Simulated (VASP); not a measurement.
# Be3CdSe (Pm-3m) in VASP: further runs, part 2 of 2

VASP 6.6.1. Earlier steps stand in the parts before.

**3. Relaxation of cell and atoms, PBE**

This run uses another cell than the first one, of 17.12 Å³/atom, 1.005 times its volume.

Input file INCAR:

```
SYSTEM = Be3CdSe
PREC = Accurate
ENCUT = 600
EDIFF = 1E-6
ISMEAR = 0
SIGMA = 0.1
LREAL = .False.
LASPH = .True.
NELM = 80
ALGO = Normal
ISIF = 3
LWAVE = .False.
LCHARG = .False.
GGA = PE
IBRION = 2
NSW = 100
EDIFFG = -0.01
```

Input file KPOINTS:

```
regular mesh
0
Gamma
  8 8 8
  0 0 0
```

Input file POSCAR:

```
Be3CdSe
1.0
    4.4070577682      0.0000000000      0.0000000000
    0.0000000000      4.4070577682      0.0000000000
    0.0000000000      0.0000000000      4.4070577682
Be Cd Se
3 1 1
Direct
    0.0000000000      0.5000000000      0.5000000000
    0.5000000000      0.0000000000      0.5000000000
    0.5000000000      0.5000000000      0.0000000000
    0.0000000000      0.0000000000      0.0000000000
    0.5000000000      0.5000000000      0.5000000000
```

Potentials or basis: VASP PAW PBE potentials, release 64 (Be, Cd, Se).

The run is started by

```console
cat potpaw_PBE.64/Be/POTCAR potpaw_PBE.64/Cd/POTCAR potpaw_PBE.64/Se/POTCAR > POTCAR
mpirun -np 1 vasp_std > vasp.out
```

OUTCAR:

```text
SYSTEM = Be3CdSe
   PREC = Accurate
   ENCUT = 600
   EDIFF = 1E-6
   ISMEAR = 0
   LREAL = .False.
   LASPH = .True.
   NELM = 80
   ISIF = 3
   GGA = PE
   IBRION = 2
   NSW = 100
   EDIFFG = -0.01

 ion  position               nearest neighbor table
   1  0.000  0.500  0.500-   5 2.20   5 2.20
   2  0.500  0.000  0.500-   5 2.20   5 2.20
   3  0.500  0.500  0.000-   5 2.20   5 2.20
   4  0.000  0.000  0.000-
[... 705 lines left out ...]
 [... further k-points ...]
[... 5 lines left out ...]
  --------------------------------------------------------------------------------------
  -------------------------------------------------------------------------------------
  Total       -0.0157924     -0.0157924     -0.0157924      0.0000000     -0.0000000      0.0000000
  in kB       -0.2962590     -0.2962590     -0.2962590      0.0000000     -0.0000000      0.0000000
  external PRESSURE =      -0.2962590 kB  Pullay stress =       0.0000000 kB

 VOLUME and BASIS-vectors are now :
 -----------------------------------------------------------------------------
  energy-cutoff  :      600.00
  volume of cell :       85.41
      direct lattice vectors                 reciprocal lattice vectors
     4.403815559 -0.000000000 -0.000000000     0.227075813  0.000000000  0.000000000
    -0.000000000  4.403815559 -0.000000000     0.000000000  0.227075813 -0.000000000
    -0.000000000  0.000000000  4.403815559     0.000000000  0.000000000  0.227075813

 POSITION                                       TOTAL-FORCE (eV/Angst)
 -----------------------------------------------------------------------------------
     -0.00000      2.20191      2.20191         0.000000     -0.000000      0.000000
      2.20191     -0.00000      2.20191         0.000000     -0.000000      0.000000
      2.20191      2.20191     -0.00000         0.000000     -0.000000      0.000000
      0.00000      0.00000      0.00000        -0.000000      0.000000      0.000000
      2.20191      2.20191      2.20191        -0.000000     -0.000000      0.000000
 -----------------------------------------------------------------------------------
    total drift:                                0.000000      0.000000      0.000000

  FREE ENERGIE OF THE ION-ELECTRON SYSTEM (eV)
  ---------------------------------------------------
  free  energy   TOTEN  =       -11.0516563438 eV

  energy  without entropy=      -11.0406715771  energy(sigma->0) =      -11.04616396

 reached required accuracy - stopping structural energy minimisation
```

CONTCAR:

```text
Be3CdSe
   1.00000000000000
     4.4038155589928500   -0.0000000000000000   -0.0000000000000000
    -0.0000000000000000    4.4038155589928500   -0.0000000000000000
    -0.0000000000000000    0.0000000000000000    4.4038155589928500
  Be              Cd              Se
     3     1     1
Direct
     0.0000000000000000    0.5000000000000000    0.5000000000000000
     0.5000000000000000    0.0000000000000000    0.5000000000000000
     0.5000000000000000    0.5000000000000000    0.0000000000000000
     0.0000000000000000    0.0000000000000000    0.0000000000000000
     0.5000000000000000    0.5000000000000000    0.5000000000000000

  0.00000000E+00  0.00000000E+00  0.00000000E+00
  0.00000000E+00  0.00000000E+00  0.00000000E+00
  0.00000000E+00  0.00000000E+00  0.00000000E+00
  0.00000000E+00  0.00000000E+00  0.00000000E+00
  0.00000000E+00  0.00000000E+00  0.00000000E+00
```

Wall time 27 s (1 thread of Intel Xeon 6975P-C (Granite Rapids), shared host); peak memory 0.25 GiB.

Results:

```yaml
Free_energy: -11.0517 eV
Relaxed_volume: 17.08 Å³/atom
Relaxed_cell: a = 4.404 Å, b = 4.404 Å, c = 4.404 Å, α = 90.00°, β = 90.00°, γ = 90.00°
Space_group_after_relaxing_to_0.05_Å: Pm-3m (No. 221)
Energy_gained_by_relaxing: 0.0 meV/atom
Ionic_steps: 2
Pressure_after_relaxing: 0.0 GPa
Band_gap_on_the_k_mesh: zero (band 12 reaches 4.49 eV, above the bottom of band 13 at 2.15 eV)
```

Step by step:
| step | energy change (eV) | largest force (eV/Å) | pressure (GPa) | volume (Å³) |
| --- | --- | --- | --- | --- |
| 1 | 0.0000 | 0.0000 | -0.14 | 85.59 |
| 2 | -0.0001 | 0.0000 | -0.03 | 85.41 |

Final structure:
```
CELL_PARAMETERS angstrom
4.40382 0.00000 0.00000
0.00000 4.40382 0.00000
0.00000 0.00000 4.40382
ATOMIC_POSITIONS crystal
Be 0.00000 0.50000 0.50000
Be 0.50000 0.00000 0.50000
Be 0.50000 0.50000 0.00000
Cd 0.00000 0.00000 0.00000
Se 0.50000 0.50000 0.50000
```
